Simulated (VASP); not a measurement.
# GaN (F-43m) in VASP: notebook, part 2 of 2

VASP 6.6.1. The steps go on from the part before.

### 3 Single point, LDA, non-collinear spin, zero start, spin-orbit coupling

This run uses another cell than the first one, of 10.89 Å³/atom, 0.952 times its volume.

INCAR

```
SYSTEM = GaN
PREC = Accurate
ENCUT = 520
EDIFF = 1E-7
ISMEAR = 0
SIGMA = 0.01
LREAL = .FALSE.
LASPH = .TRUE.
NELM = 150
ALGO = Normal
ISIF = 2
LWAVE = .FALSE.
LCHARG = .TRUE.
MAGMOM = 0 0 0 0 0 0
LORBIT = 11
LSORBIT = .TRUE.
GGA_COMPAT = .FALSE.
LORBMOM = .TRUE.
LVHAR = .TRUE.
NBANDS = 30
```

KPOINTS

```
Automatic mesh
0
G
  10 10 10
  0 0 0
```

POSCAR

```
GaN
1.0
    0.0000000000      2.2165660090      2.2165660090
    2.2165660090      0.0000000000      2.2165660090
    2.2165660090      2.2165660090      0.0000000000
Ga N
1 1
Direct
    0.0000000000      0.0000000000      0.0000000000
    0.2500000000      0.2500000000      0.2500000000
```

Potentials or basis: VASP PAW LDA potentials, release 64 (Ga_d, N).

The run is started by

```sh
> cat potpaw_LDA.64/Ga_d/POTCAR potpaw_LDA.64/N/POTCAR > POTCAR
> mpirun -np 1 vasp_ncl > vasp.out
```

OUTCAR:

```text
SYSTEM = GaN
   PREC = Accurate
   ENCUT = 520
   EDIFF = 1E-7
   ISMEAR = 0
   LREAL = .FALSE.
   LASPH = .TRUE.
   NELM = 150
   ISIF = 2
   LORBIT = 11
   LSORBIT = .TRUE.

 ion  position               nearest neighbor table
   1  0.000  0.000  0.000-   2 1.92   2 1.92   2 1.92   2 1.92
   2  0.250  0.250  0.250-   1 1.92   1 1.92   1 1.92   1 1.92

  LATTYP: Found a face centered cubic cell.
 ALAT       =     4.4331320180

  Lattice vectors:

 A1 = (   0.0000000000,   2.2165660090,   2.2165660090)
 A2 = (   2.2165660090,   0.0000000000,   2.2165660090)
 A3 = (   2.2165660090,   2.2165660090,   0.0000000000)

[... 1085 lines left out ...]
     0.0000000     0.0000000     0.0000000     0.0000000     0.0000000
 l=   3
     0.0000000     0.0000000     0.0000000     0.0000000     0.0000000     0.0000000     0.0000000
     0.0000000     0.0000000     0.0000000     0.0000000     0.0000000     0.0000000     0.0000000
     0.0000000     0.0000000     0.0000000     0.0000000     0.0000000     0.0000000     0.0000000
     0.0000000     0.0000000     0.0000000     0.0000000     0.0000000     0.0000000     0.0000000
     0.0000000     0.0000000     0.0000000     0.0000000     0.0000000     0.0000000     0.0000000
     0.0000000     0.0000000     0.0000000     0.0000000     0.0000000     0.0000000     0.0000000
     0.0000000     0.0000000     0.0000000     0.0000000     0.0000000     0.0000000     0.0000000

 total charge

# of ion       s       p       d       tot
------------------------------------------
    1        0.808   0.972  10.208  11.987
    2        1.209   2.525   0.000   3.734
--------------------------------------------------
tot          2.017   3.496  10.208  15.721

 magnetization (x)

# of ion       s       p       d       tot
------------------------------------------
    1       -0.000   0.000  -0.000   0.000
    2        0.000   0.000   0.000   0.000
--------------------------------------------------
tot          0.000   0.000  -0.000   0.000

 magnetization (y)

# of ion       s       p       d       tot
------------------------------------------
    1       -0.000   0.000  -0.000  -0.000
    2        0.000  -0.000   0.000  -0.000
--------------------------------------------------
tot         -0.000  -0.000  -0.000  -0.000

 magnetization (z)

# of ion       s       p       d       tot
------------------------------------------
    1        0.000   0.000  -0.000   0.000
    2        0.000   0.000   0.000   0.000
--------------------------------------------------
tot          0.000   0.000  -0.000   0.000
```

stdout:

```text
POSCAR found type information on POSCAR GaN
 POSCAR found :  2 types and       2 ions
 scaLAPACK will be used
 LDA part: xc-table for (Slater(with rela. corr.)+CA(PZ))
 , standard interpolation
 POSCAR, INCAR and KPOINTS ok, starting setup
 FFT: planning ... GRIDC
 FFT: planning ... GRID_SOFT
 FFT: planning ... GRID
 WAVECAR not read
 entering main loop
```

It took 57 s on 1 thread of Intel Xeon 6975P-C (Granite Rapids), shared host; peak memory 0.21 GiB.

What came out:

* Free energy: -13.9438 eV
* Pressure: 4.3 GPa
* Net moment: 0.00 μB per cell
* Valence electrons inside the program's atomic spheres: Ga 11.99; N 3.73

Moments on the atoms (μB; x, y, z):
```
Ga  0.00 0.00 0.00
N   0.00 0.00 0.00
```

### 4 Single point, LDA, non-collinear spin, zero start, spin-orbit coupling

This run uses another cell than the first one, of 11.06 Å³/atom, 0.966 times its volume.

INCAR

```
SYSTEM = GaN
ALGO = Normal ; EDIFF = 1E-7
ENCUT = 520 ; GGA = CA
GGA_COMPAT = .FALSE. ; ISIF = 2
ISMEAR = 0 ; LASPH = .TRUE.
LCHARG = .TRUE. ; LNONCOLLINEAR = .TRUE.
LORBIT = 11 ; LORBMOM = .TRUE.
LREAL = .FALSE. ; LSORBIT = .TRUE.
LVHAR = .TRUE. ; LWAVE = .FALSE.
MAGMOM = 0 0 0 0 0 0 ; NBANDS = 30
NELM = 150 ; PREC = Accurate
SIGMA = 0.01
```

KPOINTS

```
k-points
0
G
  10 10 10
  0 0 0
```

POSCAR

```
GaN
1.0
    0.0000000000      2.2277045316      2.2277045316
    2.2277045316      0.0000000000      2.2277045316
    2.2277045316      2.2277045316      0.0000000000
Ga N
1 1
Direct
    0.0000000000      0.0000000000      0.0000000000
    0.2500000000      0.2500000000      0.2500000000
```

The run is started by

```sh
> cat potpaw_LDA.64/Ga_d/POTCAR potpaw_LDA.64/N/POTCAR > POTCAR
> mpirun -np 1 vasp_ncl > vasp.out
```

Wall time 56 s (1 thread of Intel Xeon 6975P-C (Granite Rapids), shared host); peak memory 0.22 GiB.

Results (log left out):

- Free energy: -13.9496 eV
- Pressure: 1.1 GPa
- Net moment: 0.00 μB per cell
- Valence electrons inside the program's atomic spheres: Ga 11.96; N 3.72

Moments on the atoms (μB; x, y, z):
```
Ga  0.00 0.00 0.00
N   0.00 0.00 0.00
```

### 5 Single point, LDA, non-collinear spin, zero start, spin-orbit coupling

This run uses another cell than the first one, of 11.06 Å³/atom, 0.966 times its volume.

INCAR

```
  PREC = Accurate
  ENCUT = 520
  EDIFF = 1E-6
  ISMEAR = 0
  SIGMA = 0.01
  LREAL = False
  LASPH = True
  NELM = 150
  ALGO = Normal
  ISIF = 2
  LWAVE = False
  LCHARG = False
  MAGMOM = 0 0 0 0 0 0
  LORBIT = 11
  LSORBIT = True
  GGA_COMPAT = False
  LORBMOM = True
  GGA = CA
  NBANDS = 30
```

KPOINTS

```
regular mesh
0
Gamma
  10 10 10
```

POSCAR is that of step 4.

The run is started by

```sh
> cat potpaw_LDA.64/Ga_d/POTCAR potpaw_LDA.64/N/POTCAR > POTCAR
> mpirun -np 1 vasp_ncl > vasp.out
```

It took 49 s on 1 thread of Intel Xeon 6975P-C (Granite Rapids), shared host; peak memory 0.22 GiB.

The run converged. Its results:

```
Free energy                                           : -13.9496 eV
Pressure                                              : 1.1 GPa
Net moment                                            : 0.00 μB per cell
Valence electrons inside the program's atomic spheres : Ga 11.96; N 3.72
```

Moments on the atoms (μB; x, y, z):
```
Ga  0.00 0.00 0.00
N   0.00 0.00 0.00
```

### 6 Single point, LDA, non-collinear spin, zero start, spin-orbit coupling

This run uses another cell than the first one, of 11.06 Å³/atom, 0.966 times its volume.

INCAR

```
SYSTEM = GaN
  ALGO = Normal
  EDIFF = 1E-6
  ENCUT = 520
  GGA_COMPAT = .FALSE.
  ISIF = 2
  ISMEAR = 0
  LASPH = .TRUE.
  LCHARG = .FALSE.
  LORBIT = 11
  LORBMOM = .TRUE.
  LREAL = .FALSE.
  LSORBIT = .TRUE.
  LWAVE = .FALSE.
  MAGMOM = 0 0 0 0 0 0
  NBANDS = 30
  NELM = 150
  PREC = Accurate
  SIGMA = 0.01
```

KPOINTS

```
k-points
0
G
  10 10 10
  0 0 0
```

POSCAR is that of step 5.

Potentials or basis: VASP PAW LDA potentials, release 64 (Ga_d, N).

The run is started by

```sh
> cat potpaw_LDA.64/Ga_d/POTCAR potpaw_LDA.64/N/POTCAR > POTCAR
> mpirun -np 1 vasp_ncl > vasp.out
```

Run time: 46 s. Hardware: 1 thread of Intel Xeon 6975P-C (Granite Rapids), shared host; peak memory 0.21 GiB.

Results (log left out):

- Free energy: -13.9496 eV
- Pressure: 1.1 GPa
- Net moment: 0.00 μB per cell
- Valence electrons inside the program's atomic spheres: Ga 11.96; N 3.72

Moments on the atoms (μB; x, y, z):
```
Ga  0.00 0.00 0.00
N   0.00 0.00 0.00
```

### 7 Summary

| task | spin | cell | k mesh | cutoff (eV) | smearing | pressure (GPa) | moment (μB) |
| --- | --- | --- | --- | --- | --- | --- | --- |
| relaxation of cell and atoms | off | relaxed from a = 3.187 Å, angles 60.0°, 2 atoms | 14 × 14 × 14 | 600 | fermi-dirac 0.1 eV | 0.0 | - |
| single point | non-collinear, zero start, SOC | a = 3.135 Å, angles 60.0°, 2 atoms | 10 × 10 × 10 | 520 | gaussian 0.01 eV | 4.3 | 0.00 |
| single point | non-collinear, zero start, SOC | a = 3.150 Å, angles 60.0°, 2 atoms | 10 × 10 × 10 | 520 | gaussian 0.01 eV | 1.1 | 0.00 |

Alike in all rows: level LDA; potentials or basis VASP PAW LDA potentials, release 64 (Ga_d, N).

Total energies depend on the potentials used, so only differences within one code and one set of settings carry meaning.
